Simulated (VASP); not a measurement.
# TiO2 (I4_1/amd) in VASP: a series of runs, part 2 of 2

VASP 6.6.1. The steps go on from the part before.

## Step 4: Single point, PBE

This run uses another cell than the first one, of 10.05 Å³/atom.

Contents of INCAR:

```
ALGO = Normal
EDIFF = 1E-6
ENCUT = 520
GGA = PE
ISIF = 2
ISMEAR = 0
LASPH = T
LCHARG = T
LELF = T
LREAL = F
LVHAR = T
LWAVE = F
NBANDS = 33
NELM = 60
PREC = Accurate
SIGMA = 0.02
```

Contents of KPOINTS:

```
k-points
0
Gamma
  10 10 10
```

Contents of POSCAR:

```
TiO2
1.0
   -1.8688081452      1.8688081452      4.3185099009
    1.8688081452     -1.8688081452      4.3185099009
    1.8688081452      1.8688081452     -4.3185099009
Ti O
2 4
Direct
    0.0000000000      0.0000000000      0.0000000000
    0.7500000000      0.2500000000      0.5000000000
    0.9728916604      0.4728916604      0.5000000000
    0.2228916604      0.2228916604      0.0000000000
    0.5271083396      0.0271083396      0.5000000000
    0.7771083396      0.7771083396      0.0000000000
```

Launch:

```bash
$ cat potpaw_PBE.64/Ti_sv/POTCAR potpaw_PBE.64/O/POTCAR > POTCAR
$ mpirun -np 1 vasp_std > vasp.out
```

Wall time 5.7 min (1 thread of Intel Xeon Platinum 8559C (Emerald Rapids), shared host); peak memory 0.34 GiB.

The run converged. Its results:

* Free energy: -52.9806 eV
* Pressure: 30.8 GPa
* Largest force: 0.040 eV/Å
* Band gap on the k mesh: 1.80 eV (least direct gap 2.45 eV)

Forces in eV/Å, atoms in the order of the input:
```
Ti   0.000  0.000  0.000
Ti   0.000  0.000  0.000
O    0.000  0.000  0.040
O    0.000  0.000  0.040
O    0.000  0.000 -0.040
O    0.000  0.000 -0.040
```

Stress tensor (GPa, compression positive):
```
30.82  0.00  0.00
 0.00 30.82  0.00
 0.00  0.00 30.90
```

Levels at points of the mesh, in eV from the valence-band top:
```
           k point  band 21  band 22  band 23  band 24  band 25  band 26  band 27  band 28
(0.00, 0.00, 0.00)    -0.87    -0.74    -0.68    -0.68     1.80     2.99     3.43     3.43
(0.50, 0.00, 0.00)    -2.40    -1.28    -1.09    -0.74     3.11     3.36     3.86     4.16
(0.50, 0.50, 0.00)    -2.66    -2.66     0.00     0.00     3.87     3.87     4.27     4.27
(0.50, 0.50, 0.50)    -1.52    -1.52    -0.50    -0.50     2.37     2.37     3.35     3.35
```

Caveat: the cell stands under pressure.

## Step 5: Single point, PBE

This run uses another cell than the first one, of 10.05 Å³/atom.

Contents of INCAR:

```
SYSTEM = TiO2
PREC = Accurate ; ENCUT = 520
EDIFF = 1E-7 ; ISMEAR = 0
SIGMA = 0.02 ; LREAL = .FALSE.
LASPH = .TRUE. ; NELM = 100
ALGO = Normal ; ISIF = 2
LWAVE = .FALSE. ; LCHARG = .FALSE.
GGA = PE ; NBANDS = 33
```

Contents of KPOINTS:

```
Automatic mesh
0
G
  10 10 10
  0 0 0
```

POSCAR is that of step 4.

Launch:

```bash
$ cat potpaw_PBE.64/Ti_sv/POTCAR potpaw_PBE.64/O/POTCAR > POTCAR
$ mpirun -np 1 vasp_std > vasp.out
```

Run time: 6.4 min. Hardware: 1 thread of Intel Xeon Platinum 8559C (Emerald Rapids), shared host; peak memory 0.34 GiB.

It converged, with:

```
Free energy            : -52.9806 eV
Pressure               : 30.8 GPa
Largest force          : 0.040 eV/Å
Band gap on the k mesh : 1.80 eV (least direct gap 2.45 eV)
```

Forces in eV/Å, atoms in the order of the input:
```
Ti   0.000  0.000  0.000
Ti   0.000  0.000  0.000
O    0.000  0.000  0.040
O    0.000  0.000  0.040
O    0.000  0.000 -0.040
O    0.000  0.000 -0.040
```

Stress tensor (GPa, compression positive):
```
30.78  0.00  0.00
 0.00 30.78  0.00
 0.00  0.00 30.87
```

Levels at points of the mesh, in eV from the valence-band top:
| k point | band 20 | band 21 | band 22 | band 23 | band 24 | band 25 | band 26 | band 27 | band 28 | band 29 |
| --- | --- | --- | --- | --- | --- | --- | --- | --- | --- | --- |
| (0.00, 0.00, 0.00) | -0.87 | -0.87 | -0.74 | -0.68 | -0.68 | 1.80 | 2.99 | 3.43 | 3.43 | 3.86 |
| (0.50, 0.00, 0.00) | -2.44 | -2.40 | -1.28 | -1.09 | -0.74 | 3.11 | 3.36 | 3.86 | 4.16 | 4.45 |
| (0.50, 0.50, 0.00) | -3.07 | -2.66 | -2.66 | 0.00 | 0.00 | 3.87 | 3.87 | 4.27 | 4.27 | 5.17 |
| (0.50, 0.50, 0.50) | -1.56 | -1.52 | -1.52 | -0.50 | -0.50 | 2.37 | 2.37 | 3.35 | 3.35 | 4.01 |

Caveat: the cell stands under pressure. A k mesh can miss the band edges.

## Step 6: Single point, PBE

This run uses another cell than the first one, of 10.77 Å³/atom.

Contents of INCAR:

```
PREC = Accurate
ENCUT = 520
EDIFF = 1E-6
ISMEAR = 0
SIGMA = 0.02
LREAL = F
LASPH = T
NELM = 60
ALGO = Normal
ISIF = 2
LWAVE = F
LCHARG = F
GGA = PE
NBANDS = 33
```

Contents of KPOINTS:

```
regular mesh
0
Gamma
  10 10 10
```

Contents of POSCAR:

```
TiO2
1.0
   -1.8803362735      1.8803362735      4.5707691927
    1.8803362735     -1.8803362735      4.5707691927
    1.8803362735      1.8803362735     -4.5707691927
Ti O
2 4
Direct
    0.0000000000      0.0000000000      0.0000000000
    0.7500000000      0.2500000000      0.5000000000
    0.9641612661      0.4641612661      0.5000000000
    0.2141612661      0.2141612661      0.0000000000
    0.5358387339      0.0358387339      0.5000000000
    0.7858387339      0.7858387339      0.0000000000
```

Potentials or basis: VASP PAW PBE potentials, release 64 (Ti_sv, O).

Launch:

```bash
$ cat potpaw_PBE.64/Ti_sv/POTCAR potpaw_PBE.64/O/POTCAR > POTCAR
$ mpirun -np 1 vasp_std > vasp.out
```

Run time: 5.3 min. Hardware: 1 thread of Intel Xeon Platinum 8559C (Emerald Rapids), shared host; peak memory 0.35 GiB.

Results (log left out):

```
Free energy            : -53.5978 eV
Pressure               : 15.8 GPa
Largest force          : 0.029 eV/Å
Band gap on the k mesh : 2.00 eV (least direct gap 2.47 eV)
```

Forces on the atoms (eV/Å):
```
Ti   0.000  0.000  0.000
Ti   0.000  0.000  0.000
O    0.000  0.000  0.029
O    0.000  0.000  0.029
O    0.000  0.000 -0.029
O    0.000  0.000 -0.029
```

Levels at points of the mesh, in eV from the valence-band top:
| k point | band 22 | band 23 | band 24 | band 25 | band 26 | band 27 |
| --- | --- | --- | --- | --- | --- | --- |
| (0.00, 0.00, 0.00) | -0.73 | -0.63 | -0.63 | 2.00 | 2.91 | 3.79 |
| (0.50, 0.00, 0.00) | -1.13 | -0.93 | -0.68 | 3.27 | 3.43 | 3.69 |
| (0.50, 0.50, 0.00) | -2.33 | 0.00 | 0.00 | 3.57 | 3.57 | 4.02 |
| (0.50, 0.50, 0.50) | -1.40 | -0.25 | -0.25 | 2.44 | 2.44 | 3.83 |

Caveat: the cell stands under pressure.

## Step 7: Overview

```csv
cell,gap on the mesh (eV),pressure (GPa),largest force (eV/Å)
"a = 4.752 Å, angles 134.3, 134.3, 66.6°, 6 atoms, atomic positions A",1.54,60.8,0.05
"a = 5.063 Å, angles 136.7, 136.7, 62.9°, 6 atoms, atomic positions B",1.80,30.8,0.04
"a = 5.288 Å, angles 138.3, 138.3, 60.4°, 6 atoms, atomic positions C",2.00,15.8,0.03
```

Alike in all rows: task single point; level PBE; potentials or basis VASP PAW PBE potentials, release 64 (Ti_sv, O); no spin polarisation; k mesh 10 × 10 × 10; cutoff (eV) 520; smearing gaussian 0.02 eV.

Caveats: the cell stands under pressure.

Absolute energies hang on the potentials; compare differences alone.
